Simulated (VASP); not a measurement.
SiC, 2 atoms in the cell. The structure is cubic, space group F-43m (No. 216). Conventional cell: a = 4.329 Å, b = 4.329 Å, c = 4.329 Å, α = 90.00°, β = 90.00°, γ = 90.00°. Si (site symmetry -43m) has 4 C at 1.87 Å within 2.5 Å. Within 2.5 Å of C (site symmetry -43m) lie 4 Si at 1.87 Å. 

- Program: VASP 6.6.1
- Task: vibrations by perturbation theory
- Functional: LDA
- Potentials or basis: VASP PAW LDA potentials, release 64 (Si, C)
- Cutoff: 600 eV
- k mesh: 12 × 12 × 12
- Occupations: gaussian, width 0.01 eV
- Spin: no spin polarisation
- Dipole correction: no
- Further INCAR settings: ALGO = Normal; EDIFF = 1e-08; NBANDS = 11; IBRION = 8; NSW = 1

Potentials or basis: VASP PAW LDA potentials, release 64 (Si, C).

Launch:

```console
$ cat potpaw_LDA.64/Si/POTCAR potpaw_LDA.64/C/POTCAR > POTCAR
$ mpirun -np 1 vasp_std > vasp.out
```

Hardware: 1 thread of Intel(R) Xeon(R) Platinum 8488C (Sapphire Rapids) (shared host).

**Question.** How long does it take, and how much memory?

**Answer.** Wall time 71 s on 1 thread of Intel(R) Xeon(R) Platinum 8488C (Sapphire Rapids), on a shared host, peak memory 0.27 GiB. Counts: scf iterations 36, k points 72.
